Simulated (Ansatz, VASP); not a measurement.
**Au in VASP and in Ansatz**

INCAR

```
PREC     = Accurate       # precision mode
ENCUT    = 520            # plane-wave cutoff, eV
EDIFF    = 1E-7           # SCF threshold, eV
ISMEAR   = 0              # smearing method
SIGMA    = 0.1            # smearing width, eV
LREAL    = False          # projectors in reciprocal space
LASPH    = True           # aspherical terms in the spheres
NELM     = 80             # most SCF steps
ALGO     = Normal         # electronic algorithm
ISIF     = 2              # what is computed and relaxed
LWAVE    = False          # write WAVECAR
LCHARG   = False          # write CHGCAR
LDIPOL   = True         
IDIPOL   = 3            
DIPOL    = 0.5 0.5 0.503
GGA      = PE             # functional
NBANDS   = 42             # bands
```

Contents of KPOINTS:

```
Automatic mesh
0
Gamma
  17 17 1
```

The input POSCAR:

```
Au
1.0
    2.8927738400      0.0000000000      0.0000000000
    0.0000000000      2.8927738400      0.0000000000
    0.0000000000      0.0000000000     27.2275001454
Au
6
Direct
    0.5000000000      0.5000000000      0.3121843707
    0.0000000000      0.0000000000      0.3873106266
    0.5000000000      0.5000000000      0.4624368721
    0.0000000000      0.0000000000      0.5404309428
    0.5000000000      0.5000000000      0.6182720556
    0.0000000000      0.0000000000      0.6952478591
```

Input for Ansatz:

```yaml
crystal:
  lattice:
    - [2.89277384, 0.0, 0.0]
    - [0.0, 2.89277384, 0.0]
    - [0.0, 0.0, 27.2275001454]
  atoms:
    - { symbol: Au, position: [0.5, 0.5, 0.3121843707] }
    - { symbol: Au, position: [0.0, 0.0, 0.3873106266] }
    - { symbol: Au, position: [0.5, 0.5, 0.4624368721] }
    - { symbol: Au, position: [0.0, 0.0, 0.5404309428] }
    - { symbol: Au, position: [0.5, 0.5, 0.6182720556] }
    - { symbol: Au, position: [0.0, 0.0, 0.6952478591] }
basis:
  ecutwfc: 420.0
  fft_grid_basis: typed
kpoints:
  mp_grid: { grid: [17, 17, 1] }
hamiltonian:
  xc: pbe
  pseudopotentials: { kind: paw }
scf:
  occupations: { method: gaussian, width: 0.1 }
output:
  forces: true
  eigenvalues: true
  band_densities:
    - { e_range: [-2.0, -1.0] }
    - { e_range: [-1.0, -0.5] }
    - { e_range: [-0.5, -0.25] }
    - { e_range: [-0.25, 0.0] }
    - { e_range: [0.0, 0.25] }
    - { e_range: [0.25, 0.5] }
    - { e_range: [0.5, 1.0] }
    - { e_range: [1.0, 1.5] }
  band_residual_tolerance: 1.0e-05
  write_potential: true
  elf: true
  write_density: true
  volumetric_format: npy
efield:
  axis: 3
  dipole_correction: true
  ramp_width: 0.04
checkpoint:
  read: start.run
  write: ck
  compress: false
  write_wavefunctions: false
  write_every: 100000
```

Alike in both runs: task single point; functional PBE; k mesh 17 × 17 × 1; occupations gaussian, width 0.1 eV; no spin polarisation.

|  | VASP | Ansatz |
| --- | --- | --- |
| version | VASP 6.6.1 | Ansatz 0.2.0 |
| potentials or method | VASP PAW PBE potentials, release 64 (Au), cutoff 520 eV | scalar-relativistic, plane waves, PAW |
| valence electrons in the cell | 66 | 114 |

|  | VASP | Ansatz | Ansatz less VASP |
| --- | --- | --- | --- |
| gap on the k mesh at the Fermi level (eV) | none | none | - |
| rms of the force components (eV/Å) | 0.096 | 0.097 | +0.0019 |

Atom by atom the forces differ by 0.003 eV/Å (rms over components). A gap of «none» marks a metal or a gap that the smearing closes. VASP's potentials hold 66 valence electrons a cell and Ansatz's 114, so a difference there can come from the potentials and not from the codes. Ansatz's warnings: published levels not confirmed, xc potential rough in thin density.

Spin-orbit coupling is off throughout.
